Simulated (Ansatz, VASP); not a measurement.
**Two plane-wave programs on Ca**

```
Ca
1.0
     0.00000    2.79420    2.79420
     3.07362    0.00000    2.79420
     3.07362    2.79420    0.00000
Ca
1
Direct
  0.00000 0.00000 0.00000
```

Change from the starting cell: strain +0.1000 x Voigt [1, 0, 0, 0, 0, 0], atoms carried along.

Alike in both runs: task single point; functional r2SCAN; k mesh 14 × 14 × 14; occupations gaussian, width 0.15 eV; no spin polarisation.

|  | VASP | Ansatz |
| --- | --- | --- |
| version | VASP 6.6.1 | Ansatz 0.2.0 |
| potentials or method | VASP PAW PBE potentials, release 64 (Ca_sv), cutoff 520 eV | scalar-relativistic, plane waves, PAW |
| valence electrons in the cell | 10 | 10 |

```tsv
	VASP	Ansatz	Ansatz less VASP
gap on the k mesh at the Fermi level (eV)	none	none	-
pressure (GPa)	-1.6	-1.6	-0.03
traceless stress, the component that is largest in VASP (GPa)	-0.68	-0.68	0.000
```

VASP's potentials were made for PBE, not for r2SCAN. A gap of «none» marks a metal or a gap that the smearing closes.
